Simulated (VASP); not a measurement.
## Ge4I: single point with PBE

Crystal: Ge4I.

```
CELL_PARAMETERS angstrom
2.82561 1.63137 5.70647
-2.82561 1.63137 5.70647
0.00000 -3.26273 5.70647
ATOMIC_POSITIONS crystal
Ge 0.00000 0.00000 0.50000
Ge 0.50000 0.00000 0.00000
Ge 0.00000 0.50000 0.00000
Ge 0.50000 0.50000 0.50000
I 0.00000 0.00000 0.00000
```

The cell was generated, and may not be a known phase.

```yaml
Program: VASP 6.6.1
Task: single point
Functional: PBE
Potentials_or_basis: VASP PAW PBE potentials, release 64 (Ge_d, I)
Cutoff: 520 eV
k_mesh: 9 × 9 × 9
Occupations: gaussian, width 0.1 eV
Spin: no spin polarisation
Dipole_correction: no
Further_INCAR_settings: ALGO = Normal; EDIFF = 1e-06; NBANDS = 40
```

* Pressure: 0.0 GPa
* Band gap on the k mesh: zero (an odd number of electrons rules out a gap without spin polarisation)

Levels at points of the mesh, in eV from the Fermi level:
| k point | band 30 | band 31 | band 32 | band 33 | band 34 | band 35 |
| --- | --- | --- | --- | --- | --- | --- |
| (0.00, 0.00, 0.00) | -2.72 | -2.72 | 0.37 | 2.82 | 2.82 | 2.86 |

It took 21 min on 1 thread of Intel(R) Xeon(R) Platinum 8259CL CPU @ 2.50GHz (Skylake/Cascade Lake) (shared host), peak memory 0.61 GiB.

Caveat: spin-orbit coupling is left out, which moves the levels of the heavy elements; an odd number of electrons without spin polarisation forces a metal; a magnetic or distorted state may lie lower.
